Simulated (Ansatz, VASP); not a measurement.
Two plane-wave programs on Cd3HgTe4

```xyz
8
Lattice="4.6874 0.0000 0.0000 0.0000 4.6874 0.0000 0.0000 0.0000 13.2426" Properties=species:S:1:pos:R:3 pbc="T T T"
Cd    2.3437    2.3437    3.3170
Cd    0.0000    0.0000    6.6213
Cd    2.3437    2.3437    9.9256
Hg    0.0000    0.0000    0.0000
Te    2.3437    0.0000    4.9697
Te    0.0000    2.3437    8.2730
Te    2.3437    0.0000   11.5736
Te    0.0000    2.3437    1.6690
```

Alike in both runs: functional PBE; k mesh 8 × 8 × 4; occupations gaussian, width 0.01 eV; no spin polarisation.

Ansatz relaxed the structure, and its values are those at the end. VASP's run is a single point on that final structure, the one shown.

|  | VASP | Ansatz |
| --- | --- | --- |
| version | VASP 6.6.1 | Ansatz 0.2.0 |
| potentials or method | VASP PAW PBE potentials, release 64 (Cd, Hg, Te), cutoff 520 eV | scalar-relativistic, plane waves, PAW |
| valence electrons in the cell | 72 | 144 |

|  | VASP | Ansatz | Ansatz less VASP |
| --- | --- | --- | --- |
| gap on the k mesh at the Fermi level (eV) | 0.18 | 0.18 | +0.004 |
| least direct gap on the mesh (eV) | 0.18 | 0.18 | +0.004 |
| pressure (GPa) | 0.1 | 0.0 | -0.09 |

VASP's potentials hold 72 valence electrons a cell and Ansatz's 144, so a difference there can come from the potentials and not from the codes.

Neither program's run includes spin-orbit coupling.
